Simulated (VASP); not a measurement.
# ZnS (P6_3mc) in VASP: notebook

The runs below take ZnS through single point, with r2SCAN.

Program: VASP 6.6.1. These are calculated values, not measurements. Logs are shortened: lines on timing, memory, paths and dates and some standing lists are left out, and cuts for length are marked.

**1. The cell of the first run**

It takes space group P6_3mc (No. 186, hexagonal). Conventional cell: a = 3.866 Å, b = 3.866 Å, c = 12.092 Å, α = 90.00°, β = 90.00°, γ = 120.00°. Zn (site symmetry 3m) has 4 S at 2.26 to 2.36 Å within 3.0 Å. Zn (site symmetry 3m) has 4 S at 2.27 to 2.36 Å within 3.0 Å. Within 3.0 Å of S (site symmetry 3m) lie 4 Zn at 2.26 to 2.36 Å. S (site symmetry 3m) has 4 Zn at 2.27 to 2.36 Å within 3.0 Å.

**2. Single point, r2SCAN (strain +0.015 along x and y, -0.030 along z)**

Contents of POSCAR:

```
ZnS
1.0
    3.8658679689      0.0000000000      0.0000000000
   -1.9329339845      3.3479398688      0.0000000000
    0.0000000000      0.0000000000     12.0924711888
Zn S
4 4
Direct
    0.0000000000      0.0000000000      0.0001143924
    0.0000000000      0.0000000000      0.5001143924
    0.3333333333      0.6666666667      0.2500706174
    0.6666666667      0.3333333333      0.7500706174
    0.0000000000      0.0000000000      0.1872361436
    0.0000000000      0.0000000000      0.6872361436
    0.3333333333      0.6666666667      0.4375788466
    0.6666666667      0.3333333333      0.9375788466
```

Contents of INCAR.step1:

```
SYSTEM = ZnS
  ALGO = Normal
  EDIFF = 1E-4
  ENCUT = 520
  GGA = PE
  ISMEAR = 0
  LASPH = .TRUE.
  LCHARG = .FALSE.
  LREAL = .FALSE.
  LWAVE = .TRUE.
  NBANDS = 46
  NELM = 100
  PREC = Accurate
  SIGMA = 0.05
```

Contents of INCAR.step2:

```
SYSTEM = ZnS
  ALGO = Normal
  EDIFF = 1E-7
  ENCUT = 520
  ISIF = 2
  ISMEAR = 0
  ISTART = 1
  LASPH = .TRUE.
  LCHARG = .TRUE.
  LELF = .TRUE.
  LMIXTAU = .TRUE.
  LREAL = .FALSE.
  LVHAR = .TRUE.
  LWAVE = .FALSE.
  METAGGA = R2SCAN
  NBANDS = 46
  NELM = 100
  PREC = Accurate
  SIGMA = 0.05
```

Contents of KPOINTS:

```
k-points
0
G
  6 6 2
  0 0 0
```

Potentials or basis: VASP PAW PBE potentials, release 64 (Zn, S).

Started as:

```
> cat potpaw_PBE.64/Zn/POTCAR potpaw_PBE.64/S/POTCAR > POTCAR
> cp INCAR.step1 INCAR
> mpirun -np 1 vasp_std > vasp.out
> cp INCAR.step2 INCAR
> mpirun -np 1 vasp_std > vasp.out
```

OUTCAR:

```text
SYSTEM = ZnS
   EDIFF = 1E-7
   ENCUT = 520
   ISIF = 2
   ISMEAR = 0
   ISTART = 1
   LASPH = .TRUE.
   LREAL = .FALSE.
   METAGGA = R2SCAN
   NELM = 100
   PREC = Accurate

 ion  position               nearest neighbor table
   1  0.000  0.000  0.000-   5 2.26   8 2.36   8 2.36   8 2.36
   2  0.000  0.000  0.500-   6 2.26   7 2.36   7 2.36   7 2.36
   3  0.333  0.667  0.250-   7 2.27   5 2.36   5 2.36   5 2.36
   4  0.667  0.333  0.750-   8 2.27   6 2.36   6 2.36   6 2.36
   5  0.000  0.000  0.187-   1 2.26   3 2.36   3 2.36   3 2.36
   6  0.000  0.000  0.687-   2 2.26   4 2.36   4 2.36   4 2.36
   7  0.333  0.667  0.438-   3 2.27   2 2.36   2 2.36   2 2.36
   8  0.667  0.333  0.938-   4 2.27   1 2.36   1 2.36   1 2.36

  LATTYP: Found a hexagonal cell.
 ALAT       =     3.8658679689
 C/A-ratio  =     3.1280093594

  Lattice vectors:

 A1 = (   3.8658679689,   0.0000000000,   0.0000000000)
 A2 = (  -1.9329339845,   3.3479398688,   0.0000000000)
 A3 = (   0.0000000000,   0.0000000000,  12.0924711888)

Analysis of symmetry for initial positions (statically):
=====================================================================
 Subroutine PRICEL returns:
 Original cell was already a primitive cell.

 Routine SETGRP: Setting up the symmetry group for a
 hexagonal supercell.

 Subroutine GETGRP returns: Found 12 space group operations
 (whereof  6 operations were pure point group operations)
 out of a pool of 24 trial point group operations.

The static configuration has the point symmetry C_3v.
 The point group associated with its full space group is C_6v.

Analysis of symmetry for dynamics (positions and initial velocities):
=====================================================================
 Subroutine PRICEL returns:
 Original cell was already a primitive cell.

 Routine SETGRP: Setting up the symmetry group for a
 hexagonal supercell.

 Subroutine GETGRP returns: Found 12 space group operations
 (whereof  6 operations were pure point group operations)
 out of a pool of 24 trial point group operations.

The dynamic configuration has the point symmetry C_3v.
 The point group associated with its full space group is C_6v.

 Subroutine INISYM returns: Found 12 space group operations
 (whereof  6 operations are pure point group operations),
 and found     1 'primitive' translations

----------------------------------------------------------------------------------------

                                     Primitive cell

  volume of cell :     156.5091

  direct lattice vectors                    reciprocal lattice vectors
     3.865867969  0.000000000  0.000000000     0.258674121  0.149345574  0.000000000
    -1.932933984  3.347939869  0.000000000     0.000000000  0.298691147  0.000000000
     0.000000000  0.000000000 12.092471189     0.000000000  0.000000000  0.082696083

  length of vectors
     3.865867969  3.865867969 12.092471189     0.298691147  0.298691147  0.082696083

  position of ions in fractional coordinates (direct lattice)
     0.000000000  0.000000000  0.000114392
     0.000000000  0.000000000  0.500114392
     0.333333333  0.666666667  0.250070617
     0.666666667  0.333333333  0.750070617
     0.000000000  0.000000000  0.187236144
     0.000000000  0.000000000  0.687236144
     0.333333333  0.666666667  0.437578847
     0.666666667  0.333333333  0.937578847

  ion indices of the primitive-cell ions
   primitive index   ion index
                 1           1
                 2           2
                 3           3
                 4           4
                 5           5
                 6           6
                 7           7
                 8           8

----------------------------------------------------------------------------------------

 KPOINTS: k-points

Automatic generation of k-mesh.
 Grid dimensions read from file:
 generate k-points for:    6    6    2

 Generating k-lattice:

  Cartesian coordinates                     Fractional coordinates (reciprocal lattice)
     0.043112354  0.024890929  0.000000000     0.166666667 -0.000000000  0.000000000
     0.000000000  0.049781858  0.000000000     0.000000000  0.166666667  0.000000000
     0.000000000  0.000000000  0.041348041     0.000000000  0.000000000  0.500000000

  Length of vectors
     0.049781858  0.049781858  0.041348041

  Shift w.r.t. Gamma in fractional coordinates (k-lattice)
     0.000000000  0.000000000  0.000000000

 Subroutine IBZKPT returns following result:
 ===========================================

 Found     14 irreducible k-points:

 Following reciprocal coordinates:
            Coordinates               Weight
  0.000000  0.000000  0.000000      1.000000
  0.166667  0.000000  0.000000      6.000000
  0.333333  0.000000  0.000000      6.000000
  0.500000  0.000000  0.000000      3.000000
  0.166667  0.166667  0.000000      6.000000
  0.333333  0.166667  0.000000     12.000000
  0.333333  0.333333  0.000000      2.000000
  0.000000  0.000000  0.500000      1.000000
  0.166667  0.000000  0.500000      6.000000
  0.333333  0.000000  0.500000      6.000000
  0.500000  0.000000  0.500000      3.000000
  0.166667  0.166667  0.500000      6.000000
  0.333333  0.166667  0.500000     12.000000
  0.333333  0.333333  0.500000      2.000000
   k-points           NKPTS =     14   k-points in BZ     NKDIM =     14   number of bands    NBANDS=     46
   number of dos      NEDOS =    301   number of ions     NIONS =      8
   total plane-waves  NPLWV =  81000
   dimension x,y,z NGX =    30 NGY =   30 NGZ =   90
   dimension x,y,z NGXF=    60 NGYF=   60 NGZF=  180
   ions per type =               4   4
   NGX,Y,Z   is equivalent  to a cutoff of  12.90, 12.90, 12.37 a.u.
   NGXF,Y,Z  is equivalent  to a cutoff of  25.80, 25.80, 24.75 a.u.
 SYSTEM =  ZnS
   PREC   = accura    normal or accurate (medium, high low for compatibility)
   ISTART =      1    job   : 0-new  1-cont  2-samecut
   ICHARG =      0    charge: 1-file 2-atom 10-const
   ISPIN  =      1    spin polarized calculation?
   LNONCOLLINEAR =      F non collinear calculations
   LSORBIT =      F    spin-orbit coupling
   LASPH  =      T    aspherical Exc in radial PAW
   ENCUT  =  520.0 eV  38.22 Ry    6.18 a.u.   7.19  7.19 22.48*2*pi/ulx,y,z
   NELM   =    100;   NELMIN=  2; NELMDL=  0     # of ELM steps
   EDIFF  = 0.1E-06   stopping-criterion for ELM
   LREAL  =      F    real-space projection
   EDIFFG = 0.1E-05   stopping-criterion for IOM
   NSW    =      0    number of steps for IOM
   IBRION =     -1    ionic relax: 0-MD 1-quasi-New 2-CG
   NFREE  =      0    steps in history (QN), initial steepest desc. (CG)
   ISIF   =      2    stress and relaxation
   ISYM   =      2    0-nonsym 1-usesym 2-fastsym
   POTIM  = 0.5000    time-step for ionic-motion
   TEBEG  =    0.0;   TEEND  =   0.0 temperature during run
   PSTRESS=    0.0 pullay stress
   NELECT =      72.0000    total number of electrons
   NUPDOWN=      -1.0000    fix difference up-down
   EMIN   =  10.00;   EMAX   =-10.00  energy-range for DOS
   EFERMI =   0.00;   METHOD = LEGACY
   ISMEAR =     0;   SIGMA  =   0.05  broadening in eV -4-tet -1-fermi 0-gaus
   EFERMI_NEDOS =   21; number of points for ismear=-14 and -15
   IALGO  =     38    algorithm
   IMIX   =      4    mixing-type and parameters
     AMIX     =   0.40;   BMIX     =  1.00
     AMIX_MAG =   1.60;   BMIX_MAG =  1.00
  volume/ion in A,a.u.               =      19.56       132.02
  Fermi-wavevector in a.u.,A,eV,Ry     =   1.263783  2.388203 21.730502  1.597147
  Thomas-Fermi vector in A             =   2.397122
   LORBIT       =      0    0 simple, 1 ext, 2 COOP (PROOUT), +10 PAW based schemes
   METAGGA = R2SCAN    functional components
   LHFCALC =     F    Hartree Fock is set to
   AEXX    =    0.0000 exact exchange contribution
   IVDW    =     0    specifies the selected vdW correction
   LEPSILON=     F    determine dielectric tensor
   LRPA    =     F    only Hartree local field effects (RPA)
 non-spin polarized calculation
 Gauss-broadening in eV      SIGMA  =   0.05
  energy-cutoff  :      520.00
  volume of cell :      156.51
 maximum number of plane-waves:      4254
 NGX is ok and might be reduce to    30
   NGX = 15   NGY = 15   NGZ = 45

 number of electron      72.0000084 magnetization

 Free energy of the ion-electron system (eV)
  ---------------------------------------------------
  ext. energy  EPLUGINS =         0.00000000
  ---------------------------------------------------
  free energy    TOTEN  =       -75.34973286 eV

  energy without entropy =      -75.34973286  energy(sigma->0) =      -75.34973286

 E-fermi :   2.2482     XC(G=0): -10.3196

 val. band max:        1.9689713432   @ k =   0.0000   0.0000   0.0000
 cond. band min:       4.6712397526   @ k =   0.0000   0.0000   0.0000
 fundamental gap:      2.7022684094
 Fermi energy:         2.2482496288

 k-point     1 :       0.0000    0.0000    0.0000
  band No.  band energies     occupation
      1     -11.8353      2.00000
      2     -11.3576      2.00000
      3     -11.3395      2.00000
      4     -10.7646      2.00000
      5      -4.6480      2.00000
      6      -4.6314      2.00000
[... 38 lines left out ...]
     45       9.3976      0.00000
     46       9.5085      0.00000

 k-point     2 :       0.1667    0.0000    0.0000
  band No.  band energies     occupation
      1     -11.6559      2.00000
      2     -11.2164      2.00000
      3     -11.1981      2.00000
      4     -10.6842      2.00000
      5      -4.6380      2.00000
      6      -4.6130      2.00000
[... 38 lines left out ...]
     45       9.1333      0.00000
     46       9.3574      0.00000

 k-point     3 :       0.3333    0.0000    0.0000
  band No.  band energies     occupation
      1     -11.2227      2.00000
      2     -10.9073      2.00000
      3     -10.8901      2.00000
      4     -10.5545      2.00000
      5      -4.6535      2.00000
      6      -4.5841      2.00000
[... 38 lines left out ...]
     45       9.3265      0.00000
     46      10.2177      0.00000

 k-point     4 :       0.5000    0.0000    0.0000
  band No.  band energies     occupation
      1     -10.9150      2.00000
      2     -10.7374      2.00000
      3     -10.7268      2.00000
      4     -10.5480      2.00000
      5      -4.6584      2.00000
      6      -4.5547      2.00000
[... 430 lines left out ...]
     45       9.4354      0.00000
     46       9.4354      0.00000

 k-point    13 :       0.3333    0.1667    0.5000
  band No.  band energies     occupation
      1     -10.8732      2.00000
      2     -10.8732      2.00000
      3     -10.5967      2.00000
      4     -10.5967      2.00000
      5      -4.5606      2.00000
      6      -4.5606      2.00000
[... 38 lines left out ...]
     45       9.8812      0.00000
     46       9.8812      0.00000

 k-point    14 :       0.3333    0.3333    0.5000
  band No.  band energies     occupation
      1     -10.6657      2.00000
      2     -10.6657      2.00000
      3     -10.6424      2.00000
      4     -10.6424      2.00000
      5      -4.5354      2.00000
      6      -4.5354      2.00000
[... 38 lines left out ...]
     45       9.8472      0.00000
     46       9.8472      0.00000

------------------------ aborting loop because EDIFF is reached ----------------------------------------

  FORCE on cell =-STRESS in cart. coord.  units (eV):
  Direction    XX          YY          ZZ          XY          YZ          ZX
  --------------------------------------------------------------------------------------
  -------------------------------------------------------------------------------------
  Total       -1.9618273     -1.9618273      4.9993143      0.0000000     -0.0000000      0.0000000
  in kB      -20.0831404    -20.0831404     51.1777622      0.0000000     -0.0000000      0.0000000
  external PRESSURE =       3.6704938 kB  Pullay stress =       0.0000000 kB

 VOLUME and BASIS-vectors are now :
 -----------------------------------------------------------------------------
  energy-cutoff  :      520.00
  volume of cell :      156.51
      direct lattice vectors                 reciprocal lattice vectors
     3.865867969  0.000000000  0.000000000     0.258674121  0.149345574  0.000000000
    -1.932933984  3.347939869  0.000000000     0.000000000  0.298691147  0.000000000
     0.000000000  0.000000000 12.092471189     0.000000000  0.000000000  0.082696083

 POSITION                                       TOTAL-FORCE (eV/Angst)
 -----------------------------------------------------------------------------------
      0.00000      0.00000      0.00138        -0.000000      0.000000     -0.356720
      0.00000      0.00000      6.04762         0.000000     -0.000000     -0.356720
     -0.00000      2.23196      3.02397        -0.000000      0.000000     -0.348397
      1.93293      1.11598      9.07021        -0.000000     -0.000000     -0.348397
      0.00000      0.00000      2.26415        -0.000000      0.000000      0.346408
      0.00000      0.00000      8.31038        -0.000000      0.000000      0.346408
     -0.00000      2.23196      5.29141        -0.000000     -0.000000      0.358709
      1.93293      1.11598     11.33765        -0.000000      0.000000      0.358709
 -----------------------------------------------------------------------------------
    total drift:                                0.000000      0.000000      0.095144

  FREE ENERGIE OF THE ION-ELECTRON SYSTEM (eV)
  ---------------------------------------------------
  free  energy   TOTEN  =       -75.3497328622 eV

  energy  without entropy=      -75.3497328622  energy(sigma->0) =      -75.34973286
```

It took 6.5 min on 1 thread of Intel Xeon 6975P-C (Granite Rapids), shared host; peak memory 0.32 GiB.

Results:

```yaml
Free_energy: -75.3497 eV
Pressure: 0.4 GPa
Largest_force: 0.359 eV/Å
Band_gap_on_the_k_mesh: 2.70 eV
```

Forces on the atoms (eV/Å):
```
Zn   0.000  0.000 -0.357
Zn   0.000  0.000 -0.357
Zn   0.000  0.000 -0.348
Zn   0.000  0.000 -0.348
S    0.000  0.000  0.346
S    0.000  0.000  0.346
S    0.000  0.000  0.359
S    0.000  0.000  0.359
```

Caveat: the cell differs from its parent crystal (strain +0.015 along x and y, -0.030 along z); the PAW data sets were made with another functional, which shifts forces and pressure a little.

(Part 1 of 2 ends here.)
